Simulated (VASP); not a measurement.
**C: single point with PBE**

Crystal: C.

```
C
1.0
     0.00000    1.48745    1.48745
     1.48745    0.00000    1.48745
     1.48745    1.48745    0.00000
C
1
Direct
  0.00000 0.00000 0.00000
```

This cell differs from its parent crystal: volume scaled by 0.9.

```json
{"Program": "VASP 6.6.1", "Task": "single point", "Functional": "PBE", "Potentials or basis": "VASP PAW PBE potentials, release 64 (C)", "Cutoff": "520 eV", "k mesh": "22 × 22 × 22", "Occupations": "fermi-dirac, width 0.1 eV", "Spin": "no spin polarisation", "Dipole correction": "no", "Further INCAR settings": "ALGO = Normal; EDIFF = 1e-06; NBANDS = 8"}
```

```yaml
Pressure: 19.2 GPa
Band_gap_on_the_k_mesh: zero (band 2 reaches 17.89 eV, above the bottom of band 3 at 5.64 eV)
```

Levels at points of the mesh, in eV from the Fermi level:
| k point | band 1 | band 2 | band 3 | band 4 | band 5 | band 6 | band 7 |
| --- | --- | --- | --- | --- | --- | --- | --- |
| (0.00, 0.00, 0.00) | -20.18 | 8.82 | 8.82 | 8.82 | 31.41 | 31.41 | 31.41 |
| (0.50, 0.00, 0.00) | -9.78 | -9.70 | 6.89 | 6.89 | 26.57 | 28.65 | 28.65 |
| (0.50, 0.50, 0.00) | -7.62 | -5.38 | 2.37 | 2.37 | 15.52 | 16.67 | 40.26 |

Run time: 9.5 s on 1 thread of Intel(R) Xeon(R) Platinum 8259CL CPU @ 2.50GHz (Skylake/Cascade Lake) (shared host), peak memory 0.12 GiB.
